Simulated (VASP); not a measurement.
# RbBr (P4/mmm) in VASP: further runs

The runs below take RbBr through single point, with PBEsol.

Program: VASP 6.6.1. These are calculated values, not measurements. Logs are shortened: lines on timing, memory, paths and dates and some standing lists are left out, and cuts for length are marked.

## (1) The cell of the first run

The structure is tetragonal, space group P4/mmm (No. 123). The conventional cell has a = 4.126 Å, b = 4.126 Å, c = 3.920 Å, α = 90.00°, β = 90.00°, γ = 90.00°. Within 4.6 Å of Rb (site symmetry 4/mmm) lie 8 Br at 3.51 Å and 6 Rb at 3.92 to 4.13 Å. Within 4.6 Å of Br (site symmetry 4/mmm) lie 8 Rb at 3.51 Å and 6 Br at 3.92 to 4.13 Å.

## (2) Single point, PBEsol (strain +0.000 along x and y, -0.050 along z)

File INCAR:

```
  PREC = Accurate
  ENCUT = 520
  EDIFF = 1E-6
  ISMEAR = 0
  SIGMA = 0.05
  LREAL = F
  LASPH = T
  NELM = 80
  ALGO = Normal
  ISIF = 2
  LWAVE = F
  LCHARG = F
  GGA = PS
  NBANDS = 15
```

File KPOINTS:

```
Automatic mesh
0
Gamma
  6 6 6
```

File POSCAR:

```
RbBr
1.0
    4.1260773000      0.0000000000      0.0000000000
    0.0000000000      4.1260773000      0.0000000000
    0.0000000000      0.0000000000      3.9197734350
Rb Br
1 1
Direct
    0.0000000000      0.0000000000      0.0000000000
    0.5000000000      0.5000000000      0.5000000000
```

Potentials or basis: VASP PAW PBE potentials, release 64 (Rb_sv, Br).

Launch:

```sh
$ cat potpaw_PBE.64/Rb_sv/POTCAR potpaw_PBE.64/Br/POTCAR > POTCAR
$ mpirun -np 1 vasp_std > vasp.out
```

OUTCAR:

```text
PREC = Accurate
   ENCUT = 520
   EDIFF = 1E-6
   ISMEAR = 0
   LREAL = F
   LASPH = T
   NELM = 80
   ISIF = 2
   GGA = PS

 ion  position               nearest neighbor table
   1  0.000  0.000  0.000-   2 3.51   2 3.51   2 3.51   2 3.51   2 3.51   2 3.51   2 3.51   2 3.51

   2  0.500  0.500  0.500-   1 3.51   1 3.51   1 3.51   1 3.51   1 3.51   1 3.51   1 3.51   1 3.51

  LATTYP: Found a simple tetragonal cell.
 ALAT       =     4.1260773000
 C/A-ratio  =     0.9500000000

  Lattice vectors:

 A1 = (   4.1260773000,   0.0000000000,   0.0000000000)
 A2 = (   0.0000000000,   4.1260773000,   0.0000000000)
 A3 = (   0.0000000000,   0.0000000000,   3.9197734350)

Analysis of symmetry for initial positions (statically):
=====================================================================
 Subroutine PRICEL returns:
 Original cell was already a primitive cell.

 Routine SETGRP: Setting up the symmetry group for a
 simple tetragonal supercell.

 Subroutine GETGRP returns: Found 16 space group operations
 (whereof 16 operations were pure point group operations)
 out of a pool of 16 trial point group operations.

The static configuration has the point symmetry D_4h.

Analysis of symmetry for dynamics (positions and initial velocities):
=====================================================================
 Subroutine PRICEL returns:
 Original cell was already a primitive cell.

 Routine SETGRP: Setting up the symmetry group for a
 simple tetragonal supercell.

 Subroutine GETGRP returns: Found 16 space group operations
 (whereof 16 operations were pure point group operations)
 out of a pool of 16 trial point group operations.

The dynamic configuration has the point symmetry D_4h.

 Subroutine INISYM returns: Found 16 space group operations
 (whereof 16 operations are pure point group operations),
 and found     1 'primitive' translations

----------------------------------------------------------------------------------------

                                     Primitive cell

  volume of cell :      66.7322

  direct lattice vectors                    reciprocal lattice vectors
     4.126077300  0.000000000  0.000000000     0.242360947  0.000000000  0.000000000
     0.000000000  4.126077300  0.000000000     0.000000000  0.242360947  0.000000000
     0.000000000  0.000000000  3.919773435     0.000000000  0.000000000  0.255116786

  length of vectors
     4.126077300  4.126077300  3.919773435     0.242360947  0.242360947  0.255116786

  position of ions in fractional coordinates (direct lattice)
     0.000000000  0.000000000  0.000000000
     0.500000000  0.500000000  0.500000000

  ion indices of the primitive-cell ions
   primitive index   ion index
                 1           1
                 2           2

----------------------------------------------------------------------------------------

 KPOINTS: Automatic mesh

Automatic generation of k-mesh.
 Grid dimensions read from file:
 generate k-points for:    6    6    6

 Generating k-lattice:

  Cartesian coordinates                     Fractional coordinates (reciprocal lattice)
     0.040393491  0.000000000  0.000000000     0.166666667  0.000000000  0.000000000
     0.000000000  0.040393491  0.000000000     0.000000000  0.166666667  0.000000000
     0.000000000  0.000000000  0.042519464     0.000000000  0.000000000  0.166666667

  Length of vectors
     0.040393491  0.040393491  0.042519464

  Shift w.r.t. Gamma in fractional coordinates (k-lattice)
     0.000000000  0.000000000  0.000000000

 Subroutine IBZKPT returns following result:
 ===========================================

 Found     40 irreducible k-points:

 Following reciprocal coordinates:
            Coordinates               Weight
  0.000000  0.000000  0.000000      1.000000
  0.166667  0.000000  0.000000      4.000000
  0.333333  0.000000  0.000000      4.000000
  0.500000  0.000000  0.000000      2.000000
  0.166667  0.166667  0.000000      4.000000
  0.333333  0.166667  0.000000      8.000000
[... 16 lines left out ...]
  0.333333  0.000000  0.333333      8.000000
  0.500000  0.000000  0.333333      4.000000
 [... further k-points ...]
   k-points           NKPTS =     40   k-points in BZ     NKDIM =     40   number of bands    NBANDS=     15
   number of dos      NEDOS =    301   number of ions     NIONS =      2
   total plane-waves  NPLWV =  30720
   dimension x,y,z NGX =    32 NGY =   32 NGZ =   30
   dimension x,y,z NGXF=    64 NGYF=   64 NGZF=   60
   ions per type =               1   1
   NGX,Y,Z   is equivalent  to a cutoff of  12.89, 12.89, 12.72 a.u.
   NGXF,Y,Z  is equivalent  to a cutoff of  25.79, 25.79, 25.45 a.u.
 SYSTEM =  unknown system
   PREC   = accura    normal or accurate (medium, high low for compatibility)
   ISTART =      0    job   : 0-new  1-cont  2-samecut
   ICHARG =      2    charge: 1-file 2-atom 10-const
   ISPIN  =      1    spin polarized calculation?
   LNONCOLLINEAR =      F non collinear calculations
   LSORBIT =      F    spin-orbit coupling
   LASPH  =      T    aspherical Exc in radial PAW
   ENCUT  =  520.0 eV  38.22 Ry    6.18 a.u.   7.67  7.67  7.29*2*pi/ulx,y,z
   NELM   =     80;   NELMIN=  2; NELMDL= -5     # of ELM steps
   EDIFF  = 0.1E-05   stopping-criterion for ELM
   LREAL  =      F    real-space projection
   EDIFFG = 0.1E-04   stopping-criterion for IOM
   NSW    =      0    number of steps for IOM
   IBRION =     -1    ionic relax: 0-MD 1-quasi-New 2-CG
   NFREE  =      0    steps in history (QN), initial steepest desc. (CG)
   ISIF   =      2    stress and relaxation
   ISYM   =      2    0-nonsym 1-usesym 2-fastsym
   POTIM  = 0.5000    time-step for ionic-motion
   TEBEG  =    0.0;   TEEND  =   0.0 temperature during run
   PSTRESS=    0.0 pullay stress
   NELECT =      16.0000    total number of electrons
   NUPDOWN=      -1.0000    fix difference up-down
   EMIN   =  10.00;   EMAX   =-10.00  energy-range for DOS
   EFERMI =   0.00;   METHOD = LEGACY
   ISMEAR =     0;   SIGMA  =   0.05  broadening in eV -4-tet -1-fermi 0-gaus
   EFERMI_NEDOS =   21; number of points for ismear=-14 and -15
   IALGO  =     38    algorithm
   IMIX   =      4    mixing-type and parameters
     AMIX     =   0.40;   BMIX     =  1.00
     AMIX_MAG =   1.60;   BMIX_MAG =  1.00
  volume/ion in A,a.u.               =      33.37       225.17
  Fermi-wavevector in a.u.,A,eV,Ry     =   1.017036  1.921919 14.073348  1.034362
  Thomas-Fermi vector in A             =   2.150414
   LORBIT       =      0    0 simple, 1 ext, 2 COOP (PROOUT), +10 PAW based schemes
   GGA     = PS    functional components
   LHFCALC =     F    Hartree Fock is set to
   AEXX    =    0.0000 exact exchange contribution
   IVDW    =     0    specifies the selected vdW correction
   LEPSILON=     F    determine dielectric tensor
   LRPA    =     F    only Hartree local field effects (RPA)
 non-spin polarized calculation
 Gauss-broadening in eV      SIGMA  =   0.05
  energy-cutoff  :      520.00
  volume of cell :       66.73
 maximum number of plane-waves:      1824
 NGX is ok and might be reduce to    32
   NGX = 15   NGY = 15   NGZ = 15

 number of electron      16.0000001 magnetization

 Free energy of the ion-electron system (eV)
  ---------------------------------------------------
  ext. energy  EPLUGINS =         0.00000000
  ---------------------------------------------------
  free energy    TOTEN  =        -6.28878601 eV

  energy without entropy =       -6.28878601  energy(sigma->0) =       -6.28878601

 E-fermi :  -0.0590     XC(G=0):  -8.3467

 val. band max:       -0.3353644322   @ k =   0.5000   0.5000   0.0000
 cond. band min:       3.5386550197   @ k =   0.0000   0.0000   0.0000
 fundamental gap:      3.8740194519
 Fermi energy:        -0.0589680680

 k-point     1 :       0.0000    0.0000    0.0000
  band No.  band energies     occupation
      1     -25.4872      2.00000
      2     -13.2376      2.00000
      3      -9.4877      2.00000
      4      -9.4877      2.00000
      5      -9.4262      2.00000
      6      -0.7569      2.00000
      7      -0.7569      2.00000
      8      -0.4719      2.00000
      9       3.5387      0.00000
     10       4.7665      0.00000
     11       5.0049      0.00000
     12       9.2032      0.00000
     13       9.6972      0.00000
     14       9.6972      0.00000
     15      11.9329      0.00000

 k-point     2 :       0.1667    0.0000    0.0000
  band No.  band energies     occupation
      1     -25.4817      2.00000
      2     -13.2418      2.00000
      3      -9.5144      2.00000
      4      -9.4736      2.00000
      5      -9.4144      2.00000
      6      -1.2863      2.00000
      7      -0.7920      2.00000
      8      -0.4923      2.00000
      9       4.2291      0.00000
     10       5.1565      0.00000
     11       5.4428      0.00000
     12       9.1541      0.00000
     13       9.5861      0.00000
     14       9.8491      0.00000
     15      10.7774      0.00000

 k-point     3 :       0.3333    0.0000    0.0000
  band No.  band energies     occupation
      1     -25.4706      2.00000
      2     -13.2525      2.00000
      3      -9.5579      2.00000
      4      -9.4450      2.00000
      5      -9.3906      2.00000
      6      -2.0803      2.00000
      7      -0.8640      2.00000
      8      -0.5350      2.00000
      9       5.5000      0.00000
     10       5.8438      0.00000
     11       6.7207      0.00000
     12       9.0478      0.00000
     13       9.2584      0.00000
     14       9.5416      0.00000
     15      10.2237      0.00000
[... 343 lines left out ...]
 k-point    23 :       0.3333    0.0000    0.3333
  band No.  band energies     occupation
      1     -25.4438      2.00000
      2     -13.1015      2.00000
      3      -9.7802      2.00000
      4      -9.6353      2.00000
      5      -9.3985      2.00000
      6      -1.7545      2.00000
      7      -1.4531      2.00000
      8      -0.7026      2.00000
      9       5.3985      0.00000
     10       5.8984      0.00000
     11       7.6245      0.00000
     12       8.3604      0.00000
     13       8.3951      0.00000
     14       8.9031      0.00000
     15      10.6598      0.00000

 k-point    24 :       0.5000    0.0000    0.3333
  band No.  band energies     occupation
      1     -25.4387      2.00000
      2     -13.0652      2.00000
      3      -9.7988      2.00000
      4      -9.7288      2.00000
      5      -9.3882      2.00000
      6      -1.7940      2.00000
      7      -1.4810      2.00000
      8      -0.6659      2.00000
      9       5.1973      0.00000
     10       5.7562      0.00000
     11       7.5426      0.00000
     12       7.7572      0.00000
     13       8.7984      0.00000
     14      10.0959      0.00000
     15      11.0731      0.00000

 [... further k-points ...]

------------------------ aborting loop because EDIFF is reached ----------------------------------------

  FORCE on cell =-STRESS in cart. coord.  units (eV):
  Direction    XX          YY          ZZ          XY          YZ          ZX
  --------------------------------------------------------------------------------------
  -------------------------------------------------------------------------------------
  Total       -0.1134614     -0.1134614      0.5573305      0.0000000      0.0000000      0.0000000
  in kB       -2.7240988     -2.7240988     13.3809722      0.0000000      0.0000000      0.0000000
  external PRESSURE =       2.6442582 kB  Pullay stress =       0.0000000 kB

 VOLUME and BASIS-vectors are now :
 -----------------------------------------------------------------------------
  energy-cutoff  :      520.00
  volume of cell :       66.73
      direct lattice vectors                 reciprocal lattice vectors
     4.126077300  0.000000000  0.000000000     0.242360947  0.000000000  0.000000000
     0.000000000  4.126077300  0.000000000     0.000000000  0.242360947  0.000000000
     0.000000000  0.000000000  3.919773435     0.000000000  0.000000000  0.255116786

 POSITION                                       TOTAL-FORCE (eV/Angst)
 -----------------------------------------------------------------------------------
      0.00000      0.00000      0.00000         0.000000      0.000000      0.000000
      2.06304      2.06304      1.95989         0.000000      0.000000      0.000000
 -----------------------------------------------------------------------------------
    total drift:                                0.000000      0.000000     -0.000000

  FREE ENERGIE OF THE ION-ELECTRON SYSTEM (eV)
  ---------------------------------------------------
  free  energy   TOTEN  =        -6.2887860086 eV

  energy  without entropy=       -6.2887860086  energy(sigma->0) =       -6.28878601
```

Run time: 27 s. Hardware: 1 thread of AMD EPYC 7R13 (Zen 3), shared host; peak memory 0.16 GiB.

What came out:

```yaml
Free_energy: -6.2888 eV
Pressure: 0.3 GPa
Band_gap_on_the_k_mesh: 3.87 eV (least direct gap 4.01 eV)
```

Stress tensor (GPa, compression positive):
```
-0.27  0.00  0.00
 0.00 -0.27  0.00
 0.00  0.00  1.34
```

Levels at points of the mesh, in eV from the valence-band top:
| k point | band 6 | band 7 | band 8 | band 9 | band 10 | band 11 |
| --- | --- | --- | --- | --- | --- | --- |
| (0.00, 0.00, 0.00) | -0.42 | -0.42 | -0.14 | 3.87 | 5.10 | 5.34 |
| (0.50, 0.00, 0.00) | -2.07 | -0.57 | -0.22 | 6.53 | 6.95 | 7.56 |
| (0.50, 0.50, 0.00) | -1.30 | -1.30 | 0.00 | 4.94 | 6.22 | 8.11 |
| (0.00, 0.00, 0.50) | -2.11 | -0.49 | -0.49 | 6.69 | 7.05 | 7.82 |
| (0.50, 0.00, 0.50) | -1.39 | -1.24 | -0.24 | 5.05 | 5.81 | 7.48 |
| (0.50, 0.50, 0.50) | -1.74 | -1.64 | -1.64 | 8.00 | 8.00 | 8.27 |

Caveat: the cell differs from its parent crystal (strain +0.000 along x and y, -0.050 along z); the PAW data sets were made with another functional, which shifts forces and pressure a little. A k mesh can miss the band edges.

## (3) Single point, PBEsol (strain -0.025 along x and y, +0.000 along z)

File INCAR:

```
SYSTEM = RbBr
ALGO = Normal ; EDIFF = 1E-6
ENCUT = 520 ; GGA = PS
ISIF = 2 ; ISMEAR = 0
LASPH = .True. ; LCHARG = .False.
LREAL = .False. ; LWAVE = .False.
NBANDS = 15 ; NELM = 80
PREC = Accurate ; SIGMA = 0.05
```

File KPOINTS:

```
k-points
0
Gamma
  6 6 6
  0 0 0
```

File POSCAR:

```
RbBr
1.0
    4.0229253675      0.0000000000      0.0000000000
    0.0000000000      4.0229253675      0.0000000000
    0.0000000000      0.0000000000      4.1260773000
Rb Br
1 1
Direct
    0.0000000000      0.0000000000      0.0000000000
    0.5000000000      0.5000000000      0.5000000000
```

Potentials or basis: VASP PAW PBE potentials, release 64 (Rb_sv, Br).

Launch:

```sh
$ cat potpaw_PBE.64/Rb_sv/POTCAR potpaw_PBE.64/Br/POTCAR > POTCAR
$ mpirun -np 1 vasp_std > vasp.out
```

Run time: 24 s. Hardware: 1 thread of AMD EPYC 7R13 (Zen 3), shared host; peak memory 0.16 GiB.

It converged, with:

| Property | Result |
| --- | --- |
| Free energy | -6.2975 eV |
| Pressure | 0.2 GPa |
| Band gap on the k mesh | 4.02 eV (least direct gap 4.18 eV) |

Stress tensor (GPa, compression positive):
```
 0.51  0.00  0.00
 0.00  0.51  0.00
 0.00  0.00 -0.27
```

Levels at points of the mesh, in eV from the valence-band top:
```tsv
k point	band 6	band 7	band 8	band 9	band 10	band 11
(0.00, 0.00, 0.00)	-0.29	-0.15	-0.15	4.02	5.30	5.40
(0.50, 0.00, 0.00)	-1.95	-0.40	-0.24	6.76	7.13	7.83
(0.50, 0.50, 0.00)	-1.18	-1.18	-0.12	5.18	5.95	7.71
(0.00, 0.00, 0.50)	-1.94	-0.27	-0.27	6.70	7.10	7.65
(0.50, 0.00, 0.50)	-1.20	-1.14	0.00	5.13	6.15	7.93
(0.50, 0.50, 0.50)	-1.55	-1.55	-1.51	8.14	8.27	8.27
```

Caveat: the cell differs from its parent crystal (strain -0.025 along x and y, +0.000 along z); the PAW data sets were made with another functional, which shifts forces and pressure a little. A k mesh can miss the band edges.

## (4) Single point, PBEsol (strain +0.000 along x and y, -0.025 along z)

File INCAR:

```
SYSTEM = RbBr
PREC = Accurate ; ENCUT = 520
EDIFF = 1E-6 ; ISMEAR = 0
SIGMA = 0.05 ; LREAL = .False.
LASPH = .True. ; NELM = 60
ALGO = Normal ; ISIF = 2
LWAVE = .False. ; LCHARG = .False.
GGA = PS ; NBANDS = 15
```

File KPOINTS:

```
regular mesh
0
Gamma
  6 6 6
  0 0 0
```

File POSCAR:

```
RbBr
1.0
    4.1260773000      0.0000000000      0.0000000000
    0.0000000000      4.1260773000      0.0000000000
    0.0000000000      0.0000000000      4.0229253675
Rb Br
1 1
Direct
    0.0000000000      0.0000000000      0.0000000000
    0.5000000000      0.5000000000      0.5000000000
```

Launch:

```sh
$ cat potpaw_PBE.64/Rb_sv/POTCAR potpaw_PBE.64/Br/POTCAR > POTCAR
$ mpirun -np 1 vasp_std > vasp.out
```

Run time: 26 s. Hardware: 1 thread of AMD EPYC 7R13 (Zen 3), shared host; peak memory 0.17 GiB.

The run converged. Its results:

```yaml
Free_energy: -6.2979 eV
Pressure: -0.2 GPa
Band_gap_on_the_k_mesh: 3.90 eV (least direct gap 4.05 eV)
```

Stress tensor (GPa, compression positive):
```
-0.44  0.00  0.00
 0.00 -0.44  0.00
 0.00  0.00  0.32
```

Levels at points of the mesh, in eV from the valence-band top:
```
           k point  band 6  band 7  band 8  band 9  band 10  band 11
(0.00, 0.00, 0.00)   -0.28   -0.28   -0.15    3.90     5.30     5.40
(0.50, 0.00, 0.00)   -1.91   -0.39   -0.23    6.68     6.95     7.55
(0.50, 0.50, 0.00)   -1.18   -1.18    0.00    5.06     6.16     8.00
(0.00, 0.00, 0.50)   -1.92   -0.36   -0.36    6.75     6.99     7.69
(0.50, 0.00, 0.50)   -1.22   -1.15   -0.11    5.12     5.96     7.70
(0.50, 0.50, 0.50)   -1.54   -1.49   -1.49    8.06     8.06     8.18
```

Caveat: the cell differs from its parent crystal (strain +0.000 along x and y, -0.025 along z); the PAW data sets were made with another functional, which shifts forces and pressure a little. A k mesh can miss the band edges.

## (5) Overview

```csv
cell,gap on the mesh (eV),pressure (GPa)
"a = 4.126, b = 4.126, c = 3.920 Å, 2 atoms",3.87,0.3
"a = 4.023, b = 4.023, c = 4.126 Å, 2 atoms",4.02,0.2
"a = 4.126, b = 4.126, c = 4.023 Å, 2 atoms",3.90,-0.2
```

Alike in all rows: task single point; level PBEsol; potentials or basis VASP PAW PBE potentials, release 64 (Rb_sv, Br); no spin polarisation; k mesh 6 × 6 × 6; cutoff (eV) 520; smearing gaussian 0.05 eV.

Caveats: the PAW data sets were made with another functional, which shifts forces and pressure a little.

Total energies depend on the potentials used, so only differences within one code and one set of settings carry meaning.
